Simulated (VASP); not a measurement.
**MgB2: electric field gradients with LDA**

Crystal: MgB2.

```
Mg B
1.0
     3.06430    0.00000    0.00000
    -1.53215    2.65376    0.00000
     0.00000    0.00000    3.49935
Mg B
1 2
Direct
  0.00000 0.00000 0.00000
  0.33333 0.66667 0.50000
  0.66667 0.33333 0.50000
```

This cell differs from its parent crystal: volume scaled by 0.98.

```
Program                : VASP 6.6.1
Task                   : electric field gradients
Functional             : LDA
Potentials or basis    : VASP PAW LDA potentials, release 64 (Mg, B)
Cutoff                 : 520 eV
k mesh                 : 15 × 15 × 12
Occupations            : fermi-dirac, width 0.05 eV
Spin                   : no spin polarisation
Dipole correction      : no
Further INCAR settings : ALGO = Normal; EDIFF = 1e-08; NBANDS = 11
```

| Property | Result |
| --- | --- |
| Pressure | -5.3 GPa |
| Band gap on the k mesh | zero (band 4 reaches 7.17 eV, above the bottom of band 5 at 3.32 eV) |

Stress tensor (GPa, compression positive):
```
-5.77  0.00  0.00
 0.00 -5.77  0.00
 0.00  0.00 -4.49
```

Levels at points of the mesh, in eV from the Fermi level:
```csv
k point,band 1,band 2,band 3,band 4,band 5,band 6,band 7,band 8
"(0.00, 0.00, 0.00)",-12.40,-2.95,0.38,0.38,1.71,6.37,6.37,8.45
"(0.00, 0.00, 0.50)",-11.07,-7.50,0.76,0.76,6.70,6.70,8.03,10.01
```

Electric field gradients, principal values (V/Å²):
```csv
atom,least,middle,greatest (by size)
1 Mg,0.331,0.331,-0.663
2 B,-9.866,-9.866,19.731
3 B,-9.866,-9.866,19.731
```

Wall time 32 s on 1 thread of Intel(R) Xeon(R) Platinum 8259CL CPU @ 2.50GHz (Skylake/Cascade Lake), with other jobs on the host, peak memory 0.18 GiB.

Caveat: without QUAD_EFG the Cq values of the log hold for a quadrupole moment of 1 mb, not for the nuclei.
